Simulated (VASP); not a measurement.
# Sr (P6_3/mmc) in VASP: single point with PBE

Aim: the single point of Sr with PBE.

All numbers are computed with VASP 6.6.1; they aren't measurements. Logs are shortened: lines on timing, memory, paths and dates and some standing lists are left out, and cuts for length are marked.

## (1) The cell of the first run

Symmetry: P6_3/mmc, No. 194, hexagonal system. The conventional cell has a = 4.268 Å, b = 4.268 Å, c = 7.013 Å, α = 90.00°, β = 90.00°, γ = 120.00°. Within 5.6 Å of Sr (site symmetry -6m2) lie 12 Sr at 4.27 to 4.29 Å.

This isn't the form of Sr at room conditions, which is fcc.

## (2) Single point, PBE

File INCAR:

```
SYSTEM = Sr
ALGO = Normal
EDIFF = 1E-7
ENCUT = 520
GGA = PE
ISIF = 2
ISMEAR = 0
LASPH = .TRUE.
LCHARG = .FALSE.
LREAL = .FALSE.
LWAVE = .FALSE.
NBANDS = 17
NELM = 60
PREC = Accurate
SIGMA = 0.15
```

File KPOINTS:

```
k-points
0
G
  15 15 8
  0 0 0
```

File POSCAR:

```
Sr
1.0
    4.2677565828      0.0000000000      0.0000000000
   -2.1338782914      3.6959856179      0.0000000000
    0.0000000000      0.0000000000      7.0133159835
Sr
2
Direct
    0.3333333333      0.6666666667      0.2500000000
    0.6666666667      0.3333333333      0.7500000000
```

Potentials or basis: VASP PAW PBE potentials, release 64 (Sr_sv).

Run with:

```
> cat potpaw_PBE.64/Sr_sv/POTCAR > POTCAR
> mpirun -np 1 vasp_std > vasp.out
```

OUTCAR:

```text
SYSTEM = Sr
   EDIFF = 1E-7
   ENCUT = 520
   GGA = PE
   ISIF = 2
   ISMEAR = 0
   LASPH = .TRUE.
   LREAL = .FALSE.
   NELM = 60
   PREC = Accurate

 ion  position               nearest neighbor table
   1  0.333  0.667  0.250-   2 4.29   2 4.29   2 4.29   2 4.29   2 4.29   2 4.29
   2  0.667  0.333  0.750-   1 4.29   1 4.29   1 4.29   1 4.29   1 4.29   1 4.29

  LATTYP: Found a hexagonal cell.
 ALAT       =     4.2677565828
 C/A-ratio  =     1.6433261475

  Lattice vectors:

 A1 = (   4.2677565828,   0.0000000000,   0.0000000000)
 A2 = (  -2.1338782914,   3.6959856179,   0.0000000000)
 A3 = (   0.0000000000,   0.0000000000,   7.0133159835)

Analysis of symmetry for initial positions (statically):
=====================================================================
 Subroutine PRICEL returns:
 Original cell was already a primitive cell.

 Routine SETGRP: Setting up the symmetry group for a
 hexagonal supercell.

 Subroutine GETGRP returns: Found 24 space group operations
 (whereof 12 operations were pure point group operations)
 out of a pool of 24 trial point group operations.

The static configuration has the point symmetry D_3d.
 The point group associated with its full space group is D_6h.

Analysis of symmetry for dynamics (positions and initial velocities):
=====================================================================
 Subroutine PRICEL returns:
 Original cell was already a primitive cell.

 Routine SETGRP: Setting up the symmetry group for a
 hexagonal supercell.

 Subroutine GETGRP returns: Found 24 space group operations
 (whereof 12 operations were pure point group operations)
 out of a pool of 24 trial point group operations.

The dynamic configuration has the point symmetry D_3d.
 The point group associated with its full space group is D_6h.

 Subroutine INISYM returns: Found 24 space group operations
 (whereof 12 operations are pure point group operations),
 and found     1 'primitive' translations

----------------------------------------------------------------------------------------

                                     Primitive cell

  volume of cell :     110.6250

  direct lattice vectors                    reciprocal lattice vectors
     4.267756583  0.000000000  0.000000000     0.234315144  0.135281912  0.000000000
    -2.133878291  3.695985618  0.000000000     0.000000000  0.270563823  0.000000000
     0.000000000  0.000000000  7.013315984     0.000000000  0.000000000  0.142585904

  length of vectors
     4.267756583  4.267756583  7.013315984     0.270563823  0.270563823  0.142585904

  position of ions in fractional coordinates (direct lattice)
     0.333333333  0.666666667  0.250000000
     0.666666667  0.333333333  0.750000000

  ion indices of the primitive-cell ions
   primitive index   ion index
                 1           1
                 2           2

----------------------------------------------------------------------------------------

 KPOINTS: k-points

Automatic generation of k-mesh.
 Grid dimensions read from file:
 generate k-points for:   15   15    8

 Generating k-lattice:

  Cartesian coordinates                     Fractional coordinates (reciprocal lattice)
     0.015621010  0.009018794  0.000000000     0.066666667  0.000000000  0.000000000
     0.000000000  0.018037588  0.000000000     0.000000000  0.066666667  0.000000000
     0.000000000  0.000000000  0.017823238     0.000000000  0.000000000  0.125000000

  Length of vectors
     0.018037588  0.018037588  0.017823238

  Shift w.r.t. Gamma in fractional coordinates (k-lattice)
     0.000000000  0.000000000  0.000000000

 Subroutine IBZKPT returns following result:
 ===========================================

 Found    135 irreducible k-points:

 Following reciprocal coordinates:
            Coordinates               Weight
  0.000000  0.000000  0.000000      1.000000
  0.066667  0.000000  0.000000      6.000000
  0.133333  0.000000  0.000000      6.000000
  0.200000  0.000000  0.000000      6.000000
  0.266667  0.000000  0.000000      6.000000
  0.333333  0.000000  0.000000      6.000000
[... 16 lines left out ...]
  0.333333  0.200000  0.000000     12.000000
  0.400000  0.200000  0.000000      6.000000
 [... further k-points ...]
   k-points           NKPTS =    135   k-points in BZ     NKDIM =    135   number of bands    NBANDS=     17
   number of dos      NEDOS =    301   number of ions     NIONS =      2
   total plane-waves  NPLWV =  55296
   dimension x,y,z NGX =    32 NGY =   32 NGZ =   54
   dimension x,y,z NGXF=    64 NGYF=   64 NGZF=  108
   ions per type =               2
   NGX,Y,Z   is equivalent  to a cutoff of  12.47, 12.47, 12.80 a.u.
   NGXF,Y,Z  is equivalent  to a cutoff of  24.93, 24.93, 25.60 a.u.
 SYSTEM =  Sr
   PREC   = accura    normal or accurate (medium, high low for compatibility)
   ISTART =      0    job   : 0-new  1-cont  2-samecut
   ICHARG =      2    charge: 1-file 2-atom 10-const
   ISPIN  =      1    spin polarized calculation?
   LNONCOLLINEAR =      F non collinear calculations
   LSORBIT =      F    spin-orbit coupling
   LASPH  =      T    aspherical Exc in radial PAW
   ENCUT  =  520.0 eV  38.22 Ry    6.18 a.u.   7.94  7.94 13.04*2*pi/ulx,y,z
   NELM   =     60;   NELMIN=  2; NELMDL= -5     # of ELM steps
   EDIFF  = 0.1E-06   stopping-criterion for ELM
   LREAL  =      F    real-space projection
   EDIFFG = 0.1E-05   stopping-criterion for IOM
   NSW    =      0    number of steps for IOM
   IBRION =     -1    ionic relax: 0-MD 1-quasi-New 2-CG
   NFREE  =      0    steps in history (QN), initial steepest desc. (CG)
   ISIF   =      2    stress and relaxation
   ISYM   =      2    0-nonsym 1-usesym 2-fastsym
   POTIM  = 0.5000    time-step for ionic-motion
   TEBEG  =    0.0;   TEEND  =   0.0 temperature during run
   PSTRESS=    0.0 pullay stress
   NELECT =      20.0000    total number of electrons
   NUPDOWN=      -1.0000    fix difference up-down
   EMIN   =  10.00;   EMAX   =-10.00  energy-range for DOS
   EFERMI =   0.00;   METHOD = LEGACY
   ISMEAR =     0;   SIGMA  =   0.15  broadening in eV -4-tet -1-fermi 0-gaus
   EFERMI_NEDOS =   21; number of points for ismear=-14 and -15
   IALGO  =     38    algorithm
   IMIX   =      4    mixing-type and parameters
     AMIX     =   0.40;   BMIX     =  1.00
     AMIX_MAG =   1.60;   BMIX_MAG =  1.00
  volume/ion in A,a.u.               =      55.31       373.27
  Fermi-wavevector in a.u.,A,eV,Ry     =   0.925693  1.749306 11.658939  0.856908
  Thomas-Fermi vector in A             =   2.051575
   LORBIT       =      0    0 simple, 1 ext, 2 COOP (PROOUT), +10 PAW based schemes
   GGA     = PE    functional components
   LHFCALC =     F    Hartree Fock is set to
   AEXX    =    0.0000 exact exchange contribution
   IVDW    =     0    specifies the selected vdW correction
   LEPSILON=     F    determine dielectric tensor
   LRPA    =     F    only Hartree local field effects (RPA)
 non-spin polarized calculation
 Gauss-broadening in eV      SIGMA  =   0.15
  energy-cutoff  :      520.00
  volume of cell :      110.63
 maximum number of plane-waves:      3006
 NGX is ok and might be reduce to    32
   NGX = 15   NGY = 15   NGZ = 27

 number of electron      20.0000001 magnetization

 Free energy of the ion-electron system (eV)
  ---------------------------------------------------
  ext. energy  EPLUGINS =         0.00000000
  ---------------------------------------------------
  free energy    TOTEN  =        -3.28291781 eV

  energy without entropy =       -3.25483392  energy(sigma->0) =       -3.26887587

 E-fermi :   1.5807     XC(G=0):  -7.3329

 val. band max:        1.5799600287   @ k =   0.3333   0.0000   0.0000
 cond. band min:       1.5807731414   @ k =   0.2000   0.1333   0.0000
 fundamental gap:      0.0008131127
 Fermi energy:         1.5806764258

 k-point     1 :       0.0000    0.0000    0.0000
  band No.  band energies     occupation
      1     -35.0606      2.00000
      2     -35.0474      2.00000
      3     -17.1353      2.00000
      4     -16.9763      2.00000
      5     -16.9763      2.00000
      6     -16.9508      2.00000
[... 9 lines left out ...]
     16       4.2664      0.00000
     17       4.8014      0.00000

 k-point     2 :       0.0667    0.0000    0.0000
  band No.  band energies     occupation
      1     -35.0600      2.00000
      2     -35.0472      2.00000
      3     -17.1326      2.00000
      4     -16.9827      2.00000
      5     -16.9783      2.00000
      6     -16.9575      2.00000
[... 9 lines left out ...]
     16       4.3270      0.00000
     17       4.6824      0.00000

 k-point     3 :       0.1333    0.0000    0.0000
  band No.  band energies     occupation
      1     -35.0585      2.00000
      2     -35.0464      2.00000
      3     -17.1247      2.00000
      4     -17.0010      2.00000
      5     -16.9840      2.00000
      6     -16.9763      2.00000
[... 9 lines left out ...]
     16       4.3644      0.00000
     17       4.5062      0.00000

 k-point     4 :       0.2000    0.0000    0.0000
  band No.  band energies     occupation
      1     -35.0563      2.00000
      2     -35.0454      2.00000
      3     -17.1124      2.00000
      4     -17.0279      2.00000
      5     -17.0034      2.00000
      6     -16.9921      2.00000
[... 9 lines left out ...]
     16       4.3825      0.00000
     17       4.4276      0.00000

 k-point     5 :       0.2667    0.0000    0.0000
  band No.  band energies     occupation
      1     -35.0536      2.00000
      2     -35.0442      2.00000
      3     -17.0969      2.00000
      4     -17.0590      2.00000
      5     -17.0339      2.00000
      6     -17.0012      2.00000
[... 9 lines left out ...]
     16       4.7145      0.00000
     17       4.7675      0.00000

 k-point     6 :       0.3333    0.0000    0.0000
  band No.  band energies     occupation
      1     -35.0508      2.00000
      2     -35.0433      2.00000
      3     -17.0888      2.00000
      4     -17.0799      2.00000
      5     -17.0624      2.00000
      6     -17.0097      2.00000
[... 9 lines left out ...]
     16       5.0501      0.00000
     17       5.2430      0.00000

 k-point     7 :       0.4000    0.0000    0.0000
  band No.  band energies     occupation
      1     -35.0485      2.00000
      2     -35.0428      2.00000
      3     -17.1122      2.00000
      4     -17.0844      2.00000
      5     -17.0639      2.00000
      6     -17.0163      2.00000
[... 9 lines left out ...]
     16       5.4114      0.00000
     17       5.7937      0.00000

 k-point     8 :       0.4667    0.0000    0.0000
  band No.  band energies     occupation
      1     -35.0471      2.00000
      2     -35.0426      2.00000
      3     -17.1249      2.00000
      4     -17.0962      2.00000
      5     -17.0530      2.00000
      6     -17.0199      2.00000
[... 9 lines left out ...]
     16       5.7612      0.00000
     17       6.3819      0.00000
[... 203 lines left out ...]
      1     -35.0477      2.00000
      2     -35.0426      2.00000
      3     -17.1062      2.00000
      4     -17.0819      2.00000
      5     -17.0583      2.00000
      6     -17.0274      2.00000
[... 9 lines left out ...]
     16       5.1963      0.00000
     17       5.5636      0.00000

 k-point    20 :       0.4000    0.1333    0.0000
  band No.  band energies     occupation
      1     -35.0464      2.00000
      2     -35.0426      2.00000
      3     -17.1174      2.00000
      4     -17.0894      2.00000
      5     -17.0471      2.00000
      6     -17.0334      2.00000
[... 9 lines left out ...]
     16       5.4698      0.00000
     17       5.7426      0.00000

 k-point    21 :       0.2000    0.2000    0.0000
  band No.  band energies     occupation
      1     -35.0502      2.00000
      2     -35.0431      2.00000
      3     -17.0755      2.00000
      4     -17.0734      2.00000
      5     -17.0714      2.00000
      6     -17.0152      2.00000
[... 9 lines left out ...]
     16       4.8821      0.00000
     17       5.1902      0.00000

 k-point    22 :       0.2667    0.2000    0.0000
  band No.  band energies     occupation
      1     -35.0479      2.00000
      2     -35.0427      2.00000
      3     -17.0927      2.00000
      4     -17.0794      2.00000
      5     -17.0595      2.00000
      6     -17.0297      2.00000
[... 9 lines left out ...]
     16       5.1086      0.00000
     17       5.2661      0.00000

 k-point    23 :       0.3333    0.2000    0.0000
  band No.  band energies     occupation
      1     -35.0461      2.00000
      2     -35.0426      2.00000
      3     -17.1055      2.00000
      4     -17.0820      2.00000
      5     -17.0452      2.00000
      6     -17.0429      2.00000
[... 9 lines left out ...]
     16       5.1502      0.00000
     17       5.4877      0.00000

 k-point    24 :       0.4000    0.2000    0.0000
  band No.  band energies     occupation
      1     -35.0454      2.00000
      2     -35.0427      2.00000
      3     -17.1100      2.00000
      4     -17.0820      2.00000
      5     -17.0486      2.00000
      6     -17.0383      2.00000
[... 9 lines left out ...]
     16       5.2609      0.00000
     17       5.5128      0.00000

 [... further k-points ...]
[... 5 lines left out ...]
  --------------------------------------------------------------------------------------
  -------------------------------------------------------------------------------------
  Total       -0.0016114     -0.0016114     -0.0108815     -0.0000000      0.0000000      0.0000000
  in kB       -0.0233382     -0.0233382     -0.1575960     -0.0000000      0.0000000      0.0000000
  external PRESSURE =      -0.0680908 kB  Pullay stress =       0.0000000 kB

 VOLUME and BASIS-vectors are now :
 -----------------------------------------------------------------------------
  energy-cutoff  :      520.00
  volume of cell :      110.63
      direct lattice vectors                 reciprocal lattice vectors
     4.267756583  0.000000000  0.000000000     0.234315144  0.135281912  0.000000000
    -2.133878291  3.695985618  0.000000000     0.000000000  0.270563823  0.000000000
     0.000000000  0.000000000  7.013315984     0.000000000  0.000000000  0.142585904

 POSITION                                       TOTAL-FORCE (eV/Angst)
 -----------------------------------------------------------------------------------
     -0.00000      2.46399      1.75333        -0.000000      0.000000      0.000000
      2.13388      1.23200      5.25999         0.000000     -0.000000      0.000000
 -----------------------------------------------------------------------------------
    total drift:                                0.000000     -0.000000      0.000000

  FREE ENERGIE OF THE ION-ELECTRON SYSTEM (eV)
  ---------------------------------------------------
  free  energy   TOTEN  =        -3.2829178136 eV

  energy  without entropy=       -3.2548339192  energy(sigma->0) =       -3.26887587
```

Run time: 91 s. Hardware: 1 thread of Intel Xeon 6975P-C (Granite Rapids), shared host; peak memory 0.37 GiB.

What came out:

```yaml
Free_energy: -3.2829 eV
Pressure: 0.0 GPa
Band_gap_on_the_k_mesh: zero (bands 10 and 11 overlap by 0.24 eV)
```
